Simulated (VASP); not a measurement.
# RbCl (Fm-3m) in VASP: further runs, part 2 of 2

VASP 6.6.1. Earlier steps stand in the parts before.

## Step 3: Single point, PBE, non-collinear spin, zero start, spin-orbit coupling

Contents of INCAR:

```
SYSTEM = RbCl
  PREC = Accurate
  ENCUT = 500
  EDIFF = 1E-6
  ISMEAR = 0
  SIGMA = 0.02
  LREAL = .False.
  LASPH = .True.
  NELM = 200
  ALGO = Normal
  ISIF = 2
  LWAVE = .False.
  LCHARG = .False.
  MAGMOM = 0 0 0 0 0 0
  LORBIT = 11
  LSORBIT = .True.
  GGA_COMPAT = .False.
  LORBMOM = .True.
  GGA = PE
  NBANDS = 28
```

Contents of KPOINTS:

```
regular mesh
0
Gamma
  6 6 6
  0 0 0
```

Contents of POSCAR:

```
RbCl
1.0
    0.0000000000      3.3491260158      3.3491260158
    3.3491260158      0.0000000000      3.3491260158
    3.3491260158      3.3491260158      0.0000000000
Rb Cl
1 1
Direct
    0.0000000000      0.0000000000      0.0000000000
    0.5000000000      0.5000000000      0.5000000000
```

Potentials or basis: VASP PAW PBE potentials, release 64 (Rb_sv, Cl).

Command:

```bash
$ cat potpaw_PBE.64/Rb_sv/POTCAR potpaw_PBE.64/Cl/POTCAR > POTCAR
$ mpirun -np 1 vasp_ncl > vasp.out
```

OUTCAR:

```text
SYSTEM = RbCl
   PREC = Accurate
   ENCUT = 500
   EDIFF = 1E-6
   ISMEAR = 0
   LREAL = .False.
   LASPH = .True.
   NELM = 200
   ISIF = 2
   LORBIT = 11
   LSORBIT = .True.
   GGA = PE

 ion  position               nearest neighbor table
   1  0.000  0.000  0.000-   2 3.35   2 3.35   2 3.35   2 3.35   2 3.35   2 3.35
   2  0.500  0.500  0.500-   1 3.35   1 3.35   1 3.35   1 3.35   1 3.35   1 3.35

  LATTYP: Found a face centered cubic cell.
 ALAT       =     6.6982520316

  Lattice vectors:

 A1 = (   0.0000000000,   3.3491260158,   3.3491260158)
 A2 = (   3.3491260158,   0.0000000000,   3.3491260158)
 A3 = (   3.3491260158,   3.3491260158,   0.0000000000)

Analysis of symmetry for initial positions (statically):
=====================================================================
 Subroutine PRICEL returns:
 Original cell was already a primitive cell.

 Routine SETGRP: Setting up the symmetry group for a
 face centered cubic supercell.

 Subroutine GETGRP returns: Found 48 space group operations
 (whereof 48 operations were pure point group operations)
 out of a pool of 48 trial point group operations.

The static configuration has the point symmetry O_h .

Analysis of symmetry for dynamics (positions and initial velocities):
=====================================================================
 Subroutine PRICEL returns:
 Original cell was already a primitive cell.

 Routine SETGRP: Setting up the symmetry group for a
 face centered cubic supercell.

 Subroutine GETGRP returns: Found 48 space group operations
 (whereof 48 operations were pure point group operations)
 out of a pool of 48 trial point group operations.

The dynamic configuration has the point symmetry O_h .

Analysis of structural, dynamic, and magnetic symmetry:
=====================================================================
 Subroutine PRICEL returns:
 Original cell was already a primitive cell.

 Routine SETGRP: Setting up the symmetry group for a
 face centered cubic supercell.

 Subroutine GETGRP returns: Found 48 space group operations
 (whereof 48 operations were pure point group operations)
 out of a pool of 48 trial point group operations.

The overall configuration has the point symmetry O_h .

 Subroutine INISYM returns: Found 48 space group operations
 (whereof 48 operations are pure point group operations),
 and found     1 'primitive' translations

----------------------------------------------------------------------------------------

                                     Primitive cell

  volume of cell :      75.1319

  direct lattice vectors                    reciprocal lattice vectors
     0.000000000  3.349126016  3.349126016    -0.149292680  0.149292680  0.149292680
     3.349126016  0.000000000  3.349126016     0.149292680 -0.149292680  0.149292680
     3.349126016  3.349126016  0.000000000     0.149292680  0.149292680 -0.149292680

  length of vectors
     4.736379434  4.736379434  4.736379434     0.258582508  0.258582508  0.258582508

[... 629 lines left out ...]

  FORCE on cell =-STRESS in cart. coord.  units (eV):
  Direction    XX          YY          ZZ          XY          YZ          ZX
  --------------------------------------------------------------------------------------
  -------------------------------------------------------------------------------------
  Total       -0.0015208     -0.0015208     -0.0015208      0.0000000      0.0000000      0.0000000
  in kB       -0.0324314     -0.0324314     -0.0324314      0.0000000      0.0000000      0.0000000
  external PRESSURE =      -0.0324314 kB  Pullay stress =       0.0000000 kB

 VOLUME and BASIS-vectors are now :
 -----------------------------------------------------------------------------
  energy-cutoff  :      500.00
  volume of cell :       75.13
      direct lattice vectors                 reciprocal lattice vectors
     0.000000000  3.349126016  3.349126016    -0.149292680  0.149292680  0.149292680
     3.349126016  0.000000000  3.349126016     0.149292680 -0.149292680  0.149292680
     3.349126016  3.349126016  0.000000000     0.149292680  0.149292680 -0.149292680

 POSITION                                       TOTAL-FORCE (eV/Angst)
 -----------------------------------------------------------------------------------
      0.00000      0.00000      0.00000         0.000000      0.000000      0.000000
      3.34913      3.34913      3.34913         0.000000      0.000000      0.000000
 -----------------------------------------------------------------------------------
    total drift:                                0.000000      0.000000      0.000000

  FREE ENERGIE OF THE ION-ELECTRON SYSTEM (eV)
  ---------------------------------------------------
  free  energy   TOTEN  =        -6.7035122130 eV

  energy  without entropy=       -6.7035122130  energy(sigma->0) =       -6.70351221

 orbital moment (x)

 # of ion     p       d       tot
 ----------------------------------------
  1         0.000   0.000   0.000
  2        -0.000   0.000  -0.000
 ----------------------------------------
           -0.000   0.000  -0.000

 orbital moment (y)

 # of ion     p       d       tot
 ----------------------------------------
  1         0.000  -0.000   0.000
  2         0.000   0.000   0.000
 ----------------------------------------
            0.000  -0.000   0.000

 orbital moment (z)

 # of ion     p       d       tot
 ----------------------------------------
  1         0.000  -0.000  -0.000
  2         0.000   0.000   0.000
 ----------------------------------------
            0.000  -0.000  -0.000

 Spin-Orbit-Coupling matrix elements

 Ion:    1  E_soc:     -0.0523290
 l=   1
     0.0000000    -0.0087186    -0.0087186
    -0.0087186     0.0000000    -0.0087186
    -0.0087186    -0.0087186     0.0000000
 l=   2
     0.0000000     0.0000001     0.0000000     0.0000001    -0.0000030
     0.0000001     0.0000000    -0.0000023     0.0000001    -0.0000008
     0.0000000    -0.0000023     0.0000000    -0.0000023     0.0000000
     0.0000001     0.0000001    -0.0000023     0.0000000    -0.0000008
    -0.0000030    -0.0000008     0.0000000    -0.0000008     0.0000000
 l=   3
     0.0000000     0.0000000     0.0000000     0.0000000     0.0000000     0.0000000     0.0000000
     0.0000000     0.0000000     0.0000000     0.0000000     0.0000000     0.0000000     0.0000000
     0.0000000     0.0000000     0.0000000     0.0000000     0.0000000     0.0000000     0.0000000
     0.0000000     0.0000000     0.0000000     0.0000000     0.0000000     0.0000000     0.0000000
     0.0000000     0.0000000     0.0000000     0.0000000     0.0000000     0.0000000     0.0000000
     0.0000000     0.0000000     0.0000000     0.0000000     0.0000000     0.0000000     0.0000000
     0.0000000     0.0000000     0.0000000     0.0000000     0.0000000     0.0000000     0.0000000

 Ion:    2  E_soc:     -0.0029963
 l=   1
     0.0000000    -0.0004994    -0.0004994
    -0.0004994     0.0000000    -0.0004994
    -0.0004994    -0.0004994     0.0000000
 l=   2
     0.0000000     0.0000000     0.0000000     0.0000000     0.0000000
     0.0000000     0.0000000     0.0000000     0.0000000     0.0000000
     0.0000000     0.0000000     0.0000000     0.0000000     0.0000000
     0.0000000     0.0000000     0.0000000     0.0000000     0.0000000
     0.0000000     0.0000000     0.0000000     0.0000000     0.0000000
 l=   3
     0.0000000     0.0000000     0.0000000     0.0000000     0.0000000     0.0000000     0.0000000
     0.0000000     0.0000000     0.0000000     0.0000000     0.0000000     0.0000000     0.0000000
     0.0000000     0.0000000     0.0000000     0.0000000     0.0000000     0.0000000     0.0000000
     0.0000000     0.0000000     0.0000000     0.0000000     0.0000000     0.0000000     0.0000000
     0.0000000     0.0000000     0.0000000     0.0000000     0.0000000     0.0000000     0.0000000
     0.0000000     0.0000000     0.0000000     0.0000000     0.0000000     0.0000000     0.0000000
     0.0000000     0.0000000     0.0000000     0.0000000     0.0000000     0.0000000     0.0000000

 total charge

# of ion       s       p       d       tot
------------------------------------------
    1        1.938   5.353   0.020   7.311
    2        1.589   3.558   0.000   5.146
--------------------------------------------------
tot          3.527   8.910   0.020  12.457

 magnetization (x)

# of ion       s       p       d       tot
------------------------------------------
    1        0.000   0.000  -0.000   0.000
    2        0.000   0.000   0.000   0.000
--------------------------------------------------
tot          0.000   0.000  -0.000   0.000

 magnetization (y)

# of ion       s       p       d       tot
------------------------------------------
    1        0.000  -0.000   0.000  -0.000
    2       -0.000   0.000   0.000  -0.000
--------------------------------------------------
tot         -0.000   0.000   0.000  -0.000

 magnetization (z)

# of ion       s       p       d       tot
------------------------------------------
    1       -0.000   0.000   0.000  -0.000
    2        0.000   0.000   0.000   0.000
--------------------------------------------------
tot         -0.000   0.000   0.000  -0.000
```

OSZICAR:

```text
N       E                     dE             d eps       ncg     rms          rms(c)
DAV:   1     0.947250297767E+02    0.94725E+02   -0.65097E+03   896   0.948E+02
DAV:   2     0.106189341255E+01   -0.93663E+02   -0.88576E+02  1220   0.195E+02
DAV:   3    -0.691221714132E+01   -0.79741E+01   -0.79330E+01  1300   0.550E+01
DAV:   4    -0.707972880197E+01   -0.16751E+00   -0.16731E+00  1268   0.756E+00
DAV:   5    -0.708442018276E+01   -0.46914E-02   -0.46910E-02  1212   0.958E-01    0.341E+00
DAV:   6    -0.671071496328E+01    0.37371E+00   -0.55151E-01  1052   0.371E+00    0.255E+00
DAV:   7    -0.668624327042E+01    0.24472E-01   -0.14445E-01  1132   0.198E+00    0.169E+00
DAV:   8    -0.669537816724E+01   -0.91349E-02   -0.15110E-02  1204   0.594E-01    0.942E-01
DAV:   9    -0.670217025014E+01   -0.67921E-02   -0.55896E-03   956   0.541E-01    0.176E-01
DAV:  10    -0.670303494107E+01   -0.86469E-03   -0.80115E-04  1136   0.160E-01    0.856E-02
DAV:  11    -0.670349593942E+01   -0.46100E-03   -0.37903E-04   952   0.136E-01    0.154E-02
DAV:  12    -0.670350473061E+01   -0.87912E-05   -0.87653E-06  1344   0.187E-02    0.544E-03
DAV:  13    -0.670351042488E+01   -0.56943E-05   -0.36529E-06   908   0.130E-02    0.298E-03
DAV:  14    -0.670351220256E+01   -0.17777E-05   -0.25806E-06   852   0.112E-02    0.183E-03
DAV:  15    -0.670351221302E+01   -0.10459E-07   -0.62729E-08   852   0.204E-03
   1 F= -.67035122E+01 E0= -.67035122E+01  d E =-.859941E-15  mag=    -0.0000    -0.0000     0.0000
```

It took 2.5 min on 1 thread of Intel Xeon 8259CL, shared host; peak memory 0.4 GiB.

Results:

| Property | Result |
| --- | --- |
| Free energy | -6.7035 eV |
| Pressure | 0.0 GPa |
| Net moment | 0.00 μB per cell |
| Valence electrons inside the program's atomic spheres | Rb 7.31; Cl 5.15 |

Moments on the atoms (μB; x, y, z):
```
Rb  0.00 0.00 0.00
Cl  0.00 0.00 0.00
```
